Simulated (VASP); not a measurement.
# Ge (P6_3mc) in VASP: a series of runs

Ge is run at these levels: PBEsol, PBE; tasks: single point.

Program: VASP 6.6.1. These are calculated values, not measurements. Logs are shortened: lines on timing, memory, paths and dates and some standing lists are left out, and cuts for length are marked.

## (1) The cell of the first run

The structure is hexagonal, space group P6_3mc (No. 186). The conventional cell has a = 3.996 Å, b = 3.996 Å, c = 10.845 Å, α = 90.00°, β = 90.00°, γ = 120.00°. Within 3.2 Å of Ge (site symmetry 3m) lie 3 Ge at 2.40 Å. Within 3.2 Å of Ge (site symmetry 3m) lie 3 Ge at 2.40 Å.

## (2) Single point, PBEsol (37.49 Å³/atom)

Contents of INCAR:

```
PREC = Accurate
ENCUT = 520
EDIFF = 1E-7
ISMEAR = -1
SIGMA = 0.05
LREAL = False
LASPH = True
NELM = 80
ALGO = Normal
ISIF = 2
LWAVE = False
LCHARG = False
GGA = PS
NBANDS = 36
```

Contents of KPOINTS:

```
regular mesh
0
Gamma
  8 8 3
```

Contents of POSCAR:

```
Ge
1.0
    3.9956626301      0.0000000000      0.0000000000
   -1.9978313150      3.4603453426      0.0000000000
    0.0000000000      0.0000000000     10.8447818813
Ge
4
Direct
    0.6666666667      0.3333333333      0.4148480000
    0.3333333333      0.6666666667      0.9148480000
    0.0000000000      0.0000000000      0.4774520000
    0.0000000000      0.0000000000      0.9774520000
```

Potentials or basis: VASP PAW PBE potentials, release 64 (Ge_d).

Started as:

```sh
$ cat potpaw_PBE.64/Ge_d/POTCAR > POTCAR
$ mpirun -np 1 vasp_std > vasp.out
```

OUTCAR:

```text
PREC = Accurate
   ENCUT = 520
   EDIFF = 1E-7
   ISMEAR = -1
   LREAL = False
   LASPH = True
   NELM = 80
   ISIF = 2
   GGA = PS

 ion  position               nearest neighbor table
   1  0.667  0.333  0.415-   3 2.40   3 2.40   3 2.40
   2  0.333  0.667  0.915-   4 2.40   4 2.40   4 2.40
   3  0.000  0.000  0.477-   1 2.40   1 2.40   1 2.40
   4  0.000  0.000  0.977-   2 2.40   2 2.40   2 2.40

  LATTYP: Found a hexagonal cell.
 ALAT       =     3.9956626301
 C/A-ratio  =     2.7141385260

  Lattice vectors:

 A1 = (   3.9956626301,   0.0000000000,   0.0000000000)
 A2 = (  -1.9978313150,   3.4603453426,   0.0000000000)
 A3 = (   0.0000000000,   0.0000000000,  10.8447818813)

Analysis of symmetry for initial positions (statically):
=====================================================================
 Subroutine PRICEL returns:
 Original cell was already a primitive cell.

 Routine SETGRP: Setting up the symmetry group for a
 hexagonal supercell.

 Subroutine GETGRP returns: Found 12 space group operations
 (whereof  6 operations were pure point group operations)
 out of a pool of 24 trial point group operations.

The static configuration has the point symmetry C_3v.
 The point group associated with its full space group is C_6v.

Analysis of symmetry for dynamics (positions and initial velocities):
=====================================================================
 Subroutine PRICEL returns:
 Original cell was already a primitive cell.

 Routine SETGRP: Setting up the symmetry group for a
 hexagonal supercell.

 Subroutine GETGRP returns: Found 12 space group operations
 (whereof  6 operations were pure point group operations)
 out of a pool of 24 trial point group operations.

The dynamic configuration has the point symmetry C_3v.
 The point group associated with its full space group is C_6v.

 Subroutine INISYM returns: Found 12 space group operations
 (whereof  6 operations are pure point group operations),
 and found     1 'primitive' translations

----------------------------------------------------------------------------------------

                                     Primitive cell

  volume of cell :     149.9440

  direct lattice vectors                    reciprocal lattice vectors
     3.995662630  0.000000000  0.000000000     0.250271380  0.144494249  0.000000000
    -1.997831315  3.460345343  0.000000000     0.000000000  0.288988497  0.000000000
     0.000000000  0.000000000 10.844781881     0.000000000  0.000000000  0.092210246

  length of vectors
     3.995662630  3.995662630 10.844781881     0.288988497  0.288988497  0.092210246

  position of ions in fractional coordinates (direct lattice)
     0.666666667  0.333333333  0.414848000
     0.333333333  0.666666667  0.914848000
     0.000000000  0.000000000  0.477452000
     0.000000000  0.000000000  0.977452000

  ion indices of the primitive-cell ions
   primitive index   ion index
                 1           1
                 2           2
                 3           3
                 4           4

----------------------------------------------------------------------------------------

 KPOINTS: regular mesh

Automatic generation of k-mesh.
 Grid dimensions read from file:
 generate k-points for:    8    8    3

 Generating k-lattice:

  Cartesian coordinates                     Fractional coordinates (reciprocal lattice)
     0.031283922  0.018061781  0.000000000     0.125000000  0.000000000  0.000000000
     0.000000000  0.036123562  0.000000000     0.000000000  0.125000000  0.000000000
     0.000000000  0.000000000  0.030736749     0.000000000  0.000000000  0.333333333

  Length of vectors
     0.036123562  0.036123562  0.030736749

  Shift w.r.t. Gamma in fractional coordinates (k-lattice)
     0.000000000  0.000000000  0.000000000

 Subroutine IBZKPT returns following result:
 ===========================================

 Found     20 irreducible k-points:

 Following reciprocal coordinates:
            Coordinates               Weight
  0.000000  0.000000  0.000000      1.000000
  0.125000  0.000000  0.000000      6.000000
  0.250000  0.000000  0.000000      6.000000
  0.375000  0.000000  0.000000      6.000000
  0.500000  0.000000  0.000000      3.000000
  0.125000  0.125000  0.000000      6.000000
[... 12 lines left out ...]
  0.250000  0.250000  0.333333     12.000000
  0.375000  0.250000  0.333333     12.000000
   k-points           NKPTS =     20   k-points in BZ     NKDIM =     20   number of bands    NBANDS=     36
   number of dos      NEDOS =    301   number of ions     NIONS =      4
   total plane-waves  NPLWV =  75600
   dimension x,y,z NGX =    30 NGY =   30 NGZ =   84
   dimension x,y,z NGXF=    60 NGYF=   60 NGZF=  168
   ions per type =               4
   NGX,Y,Z   is equivalent  to a cutoff of  12.48, 12.48, 12.88 a.u.
   NGXF,Y,Z  is equivalent  to a cutoff of  24.96, 24.96, 25.75 a.u.
 SYSTEM =  unknown system
[... 40 lines left out ...]
 non-spin polarized calculation
  energy-cutoff  :      520.00
  volume of cell :      149.94
 maximum number of plane-waves:      4078
 NGX is ok and might be reduce to    30
   NGX = 15   NGY = 15   NGZ = 41

 number of electron      56.0000046 magnetization

 Free energy of the ion-electron system (eV)
  ---------------------------------------------------
  ext. energy  EPLUGINS =         0.00000000
  ---------------------------------------------------
  free energy    TOTEN  =       -17.51388328 eV

  energy without entropy =      -17.51372174  energy(sigma->0) =      -17.51380251

 E-fermi :   0.9341     XC(G=0):  -7.4780

 val. band max:        0.6041586510   @ k =   0.3750   0.2500   0.0000
 cond. band min:       1.2982874901   @ k =   0.3750   0.2500   0.3333
 fundamental gap:      0.6941288391
 Fermi energy:         0.9341172716

 k-point     1 :       0.0000    0.0000    0.0000
  band No.  band energies     occupation
      1     -23.5275      2.00000
      2     -23.5275      2.00000
      3     -23.5275      2.00000
      4     -23.5275      2.00000
      5     -23.4732      2.00000
      6     -23.4732      2.00000
[... 28 lines left out ...]
     35       4.8869      0.00000
     36       4.8869      0.00000

 k-point     2 :       0.1250    0.0000    0.0000
  band No.  band energies     occupation
      1     -23.5357      2.00000
      2     -23.5356      2.00000
      3     -23.5338      2.00000
      4     -23.5338      2.00000
      5     -23.4856      2.00000
      6     -23.4856      2.00000
[... 28 lines left out ...]
     35       5.4932      0.00000
     36       5.5301      0.00000

 k-point     3 :       0.2500    0.0000    0.0000
  band No.  band energies     occupation
      1     -23.5458      2.00000
      2     -23.5458      2.00000
      3     -23.5432      2.00000
      4     -23.5432      2.00000
      5     -23.5007      2.00000
      6     -23.5006      2.00000
[... 28 lines left out ...]
     35       6.8181      0.00000
     36       6.9310      0.00000

 k-point     4 :       0.3750    0.0000    0.0000
  band No.  band energies     occupation
      1     -23.5487      2.00000
      2     -23.5487      2.00000
      3     -23.5466      2.00000
      4     -23.5465      2.00000
      5     -23.5169      2.00000
      6     -23.5168      2.00000
[... 28 lines left out ...]
     35       7.6061      0.00000
     36       7.9190      0.00000

 k-point     5 :       0.5000    0.0000    0.0000
  band No.  band energies     occupation
      1     -23.5502      2.00000
      2     -23.5502      2.00000
      3     -23.5416      2.00000
      4     -23.5416      2.00000
      5     -23.5275      2.00000
      6     -23.5274      2.00000
[... 499 lines left out ...]
 k-point    18 :       0.3750    0.1250    0.3333
  band No.  band energies     occupation
      1     -23.5611      2.00000
      2     -23.5611      2.00000
      3     -23.5385      2.00000
      4     -23.5385      2.00000
      5     -23.5248      2.00000
      6     -23.5248      2.00000
[... 28 lines left out ...]
     35       6.9233      0.00000
     36       7.7548      0.00000

 k-point    19 :       0.2500    0.2500    0.3333
  band No.  band energies     occupation
      1     -23.5681      2.00000
      2     -23.5681      2.00000
      3     -23.5380      2.00000
      4     -23.5380      2.00000
      5     -23.5227      2.00000
      6     -23.5227      2.00000
[... 28 lines left out ...]
     35       6.1050      0.00000
     36       6.3644      0.00000

 k-point    20 :       0.3750    0.2500    0.3333
  band No.  band energies     occupation
      1     -23.5734      2.00000
      2     -23.5734      2.00000
      3     -23.5336      2.00000
      4     -23.5336      2.00000
      5     -23.5294      2.00000
      6     -23.5294      2.00000
[... 28 lines left out ...]
     35       7.3024      0.00000
     36       7.7233      0.00000

------------------------ aborting loop because EDIFF is reached ----------------------------------------

  FORCE on cell =-STRESS in cart. coord.  units (eV):
  Direction    XX          YY          ZZ          XY          YZ          ZX
  --------------------------------------------------------------------------------------
  -------------------------------------------------------------------------------------
  Total       -0.4032893     -0.4032893     -0.5306661     -0.0000000      0.0000000      0.0000000
  in kB       -4.3092156     -4.3092156     -5.6702581     -0.0000000      0.0000000      0.0000000
  external PRESSURE =      -4.7628964 kB  Pullay stress =       0.0000000 kB

 VOLUME and BASIS-vectors are now :
 -----------------------------------------------------------------------------
  energy-cutoff  :      520.00
  volume of cell :      149.94
      direct lattice vectors                 reciprocal lattice vectors
     3.995662630  0.000000000  0.000000000     0.250271380  0.144494249  0.000000000
    -1.997831315  3.460345343  0.000000000     0.000000000  0.288988497  0.000000000
     0.000000000  0.000000000 10.844781881     0.000000000  0.000000000  0.092210246

 POSITION                                       TOTAL-FORCE (eV/Angst)
 -----------------------------------------------------------------------------------
      1.99783      1.15345      4.49894        -0.000000      0.000000      0.072082
     -0.00000      2.30690      9.92133         0.000000     -0.000000      0.072082
      0.00000      0.00000      5.17786         0.000000     -0.000000     -0.072082
      0.00000      0.00000     10.60025        -0.000000      0.000000     -0.072082
 -----------------------------------------------------------------------------------
    total drift:                               -0.000000     -0.000000      0.001322

  FREE ENERGIE OF THE ION-ELECTRON SYSTEM (eV)
  ---------------------------------------------------
  free  energy   TOTEN  =       -17.5138832845 eV

  energy  without entropy=      -17.5137217366  energy(sigma->0) =      -17.51380251
```

It took 73 s on 1 thread of Intel Xeon 6975P-C (Granite Rapids), shared host; peak memory 0.3 GiB.

Results:

```
Free energy            : -17.5139 eV
Pressure               : -0.5 GPa
Largest force          : 0.072 eV/Å
Band gap on the k mesh : 0.69 eV (least direct gap 0.70 eV)
```

Forces in eV/Å, atoms in the order of the input:
```
Ge   0.000  0.000  0.072
Ge   0.000  0.000  0.072
Ge   0.000  0.000 -0.072
Ge   0.000  0.000 -0.072
```

Stress tensor (GPa, compression positive):
```
-0.43  0.00  0.00
 0.00 -0.43  0.00
 0.00  0.00 -0.57
```

Levels at points of the mesh, in eV from the valence-band top:
| k point | band 24 | band 25 | band 26 | band 27 | band 28 | band 29 | band 30 | band 31 | band 32 | band 33 |
| --- | --- | --- | --- | --- | --- | --- | --- | --- | --- | --- |
| (0.00, 0.00, 0.00) | -2.95 | -0.11 | -0.11 | -0.10 | -0.10 | 0.92 | 1.08 | 1.93 | 4.24 | 4.25 |
| (0.50, 0.00, 0.00) | -7.13 | -1.71 | -1.68 | -0.97 | -0.77 | 0.91 | 1.16 | 1.93 | 2.00 | 5.35 |

Caveat: the PAW data sets were made with another functional, which shifts forces and pressure a little; an odd mesh through Γ misses points on the zone boundary, where band edges can lie.

## (3) Single point, PBEsol (38.27 Å³/atom)

This run uses another cell than the first one, of 38.27 Å³/atom.

Contents of INCAR:

```
PREC = Accurate ; ENCUT = 520
EDIFF = 1E-6 ; ISMEAR = -1
SIGMA = 0.05 ; LREAL = False
LASPH = True ; NELM = 60
ALGO = Normal ; ISIF = 2
LWAVE = False ; LCHARG = True
GGA = PS ; LELF = True
LVHAR = True ; NBANDS = 36
```

Contents of KPOINTS:

```
Automatic mesh
0
Gamma
  8 8 3
```

Contents of POSCAR:

```
Ge
1.0
    4.0232197949      0.0000000000      0.0000000000
   -2.0116098974      3.4842105474      0.0000000000
    0.0000000000      0.0000000000     10.9195758440
Ge
4
Direct
    0.6666666667      0.3333333333      0.4148480000
    0.3333333333      0.6666666667      0.9148480000
    0.0000000000      0.0000000000      0.4774520000
    0.0000000000      0.0000000000      0.9774520000
```

Potentials or basis: VASP PAW PBE potentials, release 64 (Ge_d).

Started as:

```sh
$ cat potpaw_PBE.64/Ge_d/POTCAR > POTCAR
$ mpirun -np 1 vasp_std > vasp.out
```

Run time: 68 s. Hardware: 1 thread of Intel Xeon 6975P-C (Granite Rapids), shared host; peak memory 0.28 GiB.

Results (log left out):

| Property | Result |
| --- | --- |
| Free energy | -17.4990 eV |
| Pressure | -1.1 GPa |
| Largest force | 0.124 eV/Å |
| Band gap on the k mesh | 0.68 eV (least direct gap 0.69 eV) |

Forces on the atoms (eV/Å):
```
Ge   0.000  0.000  0.124
Ge   0.000  0.000  0.124
Ge   0.000  0.000 -0.124
Ge   0.000  0.000 -0.124
```

Stress tensor (GPa, compression positive):
```
-1.32  0.00  0.00
 0.00 -1.32  0.00
 0.00  0.00 -0.61
```

Levels at points of the mesh, in eV from the valence-band top:
```tsv
k point	band 26	band 27	band 28	band 29	band 30	band 31
(0.00, 0.00, 0.00)	-0.13	-0.12	-0.12	0.79	0.96	1.95
(0.50, 0.00, 0.00)	-1.67	-0.96	-0.77	0.91	1.15	1.89
```

Caveat: the PAW data sets were made with another functional, which shifts forces and pressure a little; an odd mesh through Γ misses points on the zone boundary, where band edges can lie.

## (4) Single point, PBEsol (41.39 Å³/atom)

This run uses another cell than the first one, of 41.39 Å³/atom.

Contents of INCAR:

```
SYSTEM = Ge
PREC = Accurate
ENCUT = 520
EDIFF = 1E-7
ISMEAR = -1
SIGMA = 0.05
LREAL = .False.
LASPH = .True.
NELM = 80
ALGO = Normal
ISIF = 2
LWAVE = .False.
LCHARG = .False.
GGA = PS
NBANDS = 36
```

Contents of KPOINTS:

```
Automatic mesh
0
Gamma
  8 8 3
  0 0 0
```

Contents of POSCAR:

```
Ge
1.0
    4.1298444020      0.0000000000      0.0000000000
   -2.0649222010      3.5765501658      0.0000000000
    0.0000000000      0.0000000000     11.2089697979
Ge
4
Direct
    0.6666666667      0.3333333333      0.4148480000
    0.3333333333      0.6666666667      0.9148480000
    0.0000000000      0.0000000000      0.4774520000
    0.0000000000      0.0000000000      0.9774520000
```

Started as:

```sh
$ cat potpaw_PBE.64/Ge_d/POTCAR > POTCAR
$ mpirun -np 1 vasp_std > vasp.out
```

Wall time 71 s (1 thread of Intel Xeon 6975P-C (Granite Rapids), shared host); peak memory 0.31 GiB.

Results (log left out):

| Item | Value |
| --- | --- |
| Free energy | -17.3401 eV |
| Pressure | -2.9 GPa |
| Largest force | 0.294 eV/Å |
| Band gap on the k mesh | 0.35 eV (least direct gap 0.53 eV) |

Forces on the atoms (eV/Å):
```
Ge   0.000  0.000  0.294
Ge   0.000  0.000  0.294
Ge   0.000  0.000 -0.294
Ge   0.000  0.000 -0.294
```

Stress tensor (GPa, compression positive):
```
-3.96  0.00  0.00
 0.00 -3.96  0.00
 0.00  0.00 -0.75
```

Levels at points of the mesh, in eV from the valence-band top:
```tsv
k point	band 26	band 27	band 28	band 29	band 30	band 31
(0.00, 0.00, 0.00)	-0.19	-0.18	-0.18	0.35	0.57	2.01
(0.50, 0.00, 0.00)	-1.59	-0.92	-0.76	0.90	1.10	1.77
```

Caveat: the PAW data sets were made with another functional, which shifts forces and pressure a little; an odd mesh through Γ misses points on the zone boundary, where band edges can lie.

## (5) Single point, PBE

This run uses another cell than the first one, of 36.71 Å³/atom.

Contents of INCAR:

```
SYSTEM = Ge
ALGO = Normal
EDIFF = 1E-6
ENCUT = 520
GGA = PE
ISIF = 2
ISMEAR = -1
LASPH = .True.
LCHARG = .True.
LELF = .True.
LREAL = .False.
LVHAR = .True.
LWAVE = .False.
NBANDS = 36
NELM = 80
PREC = Accurate
SIGMA = 0.05
```

Contents of KPOINTS:

```
k-points
0
Gamma
  8 8 3
  0 0 0
```

Contents of POSCAR:

```
Ge
1.0
    3.9677200192      0.0000000000      0.0000000000
   -1.9838600096      3.4361463317      0.0000000000
    0.0000000000      0.0000000000     10.7689417645
Ge
4
Direct
    0.6666666667      0.3333333333      0.4148480000
    0.3333333333      0.6666666667      0.9148480000
    0.0000000000      0.0000000000      0.4774520000
    0.0000000000      0.0000000000      0.9774520000
```

Started as:

```sh
$ cat potpaw_PBE.64/Ge_d/POTCAR > POTCAR
$ mpirun -np 1 vasp_std > vasp.out
```

It took 54 s on 1 thread of Intel Xeon 6975P-C (Granite Rapids), shared host; peak memory 0.29 GiB.

The run converged. Its results:

```
Free energy            : -16.1392 eV
Pressure               : 1.7 GPa
Largest force          : 0.146 eV/Å
Band gap on the k mesh : 0.70 eV (least direct gap 0.71 eV)
```

Forces in eV/Å, atoms in the order of the input:
```
Ge   0.000  0.000 -0.146
Ge   0.000  0.000 -0.146
Ge   0.000  0.000  0.146
Ge   0.000  0.000  0.146
```

Stress tensor (GPa, compression positive):
```
 2.60  0.00  0.00
 0.00  2.60  0.00
 0.00  0.00 -0.08
```

Levels at points of the mesh, in eV from the valence-band top:
```tsv
k point	band 24	band 25	band 26	band 27	band 28	band 29	band 30	band 31	band 32	band 33
(0.00, 0.00, 0.00)	-2.94	-0.09	-0.09	-0.08	-0.08	1.11	1.25	1.95	4.31	4.33
(0.50, 0.00, 0.00)	-7.16	-1.72	-1.69	-0.98	-0.76	0.92	1.18	2.03	2.09	5.42
```

Caveat: an odd mesh through Γ misses points on the zone boundary, where band edges can lie.

## (6) The runs side by side

| level | cell | gap on the mesh (eV) | pressure (GPa) | largest force (eV/Å) |
| --- | --- | --- | --- | --- |
| PBEsol | a = 3.996, b = 3.996, c = 10.845 Å, angles 90.0, 90.0, 120.0°, 4 atoms | 0.69 | -0.5 | 0.07 |
| PBEsol | a = 4.023, b = 4.023, c = 10.920 Å, angles 90.0, 90.0, 120.0°, 4 atoms | 0.68 | -1.1 | 0.12 |
| PBEsol | a = 4.130, b = 4.130, c = 11.209 Å, angles 90.0, 90.0, 120.0°, 4 atoms | 0.35 | -2.9 | 0.29 |
| PBE | a = 3.968, b = 3.968, c = 10.769 Å, angles 90.0, 90.0, 120.0°, 4 atoms | 0.70 | 1.7 | 0.15 |

Alike in all rows: task single point; potentials or basis VASP PAW PBE potentials, release 64 (Ge_d); no spin polarisation; k mesh 8 × 8 × 3; cutoff (eV) 520; smearing fermi-dirac 0.05 eV.

Caveats: an odd mesh through Γ misses points on the zone boundary, where band edges can lie; the PAW data sets were made with another functional, which shifts forces and pressure a little (at least some runs).

Absolute energies hang on the potentials; compare differences alone.
